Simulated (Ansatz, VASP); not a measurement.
## La in VASP and in Ansatz

```xyz
4
Lattice="3.8443 0.0000 0.0000 -1.9222 3.3293 0.0000 0.0000 0.0000 11.4298" Properties=species:S:1:pos:R:3 pbc="T T T"
La    0.0000    0.0000    0.0000
La    0.0000    0.0000    5.7149
La    0.0000    2.2195    2.8575
La    1.9222    1.1098    8.5724
```

Alike in both runs: task single point; functional PBEsol; k mesh 12 × 12 × 4; occupations gaussian, width 0.15 eV; no spin polarisation.

|  | VASP | Ansatz |
| --- | --- | --- |
| version | VASP 6.6.1 | Ansatz 0.2.0 |
| potentials or method | VASP PAW PBE potentials, release 64 (La), cutoff 520 eV | scalar-relativistic, plane waves, PAW |
| valence electrons in the cell | 44 | 44 |

|  | VASP | Ansatz | Ansatz less VASP |
| --- | --- | --- | --- |
| gap on the k mesh at the Fermi level (eV) | none | none | - |
| pressure (GPa) | -1.6 | -1.6 | -0.04 |
| traceless stress, the component that is largest in VASP (GPa) | 2.29 | 2.29 | -0.003 |

VASP's potentials were made for PBE, not for PBEsol. A gap of «none» marks a metal or a gap that the smearing closes.

Spin-orbit coupling is off throughout.
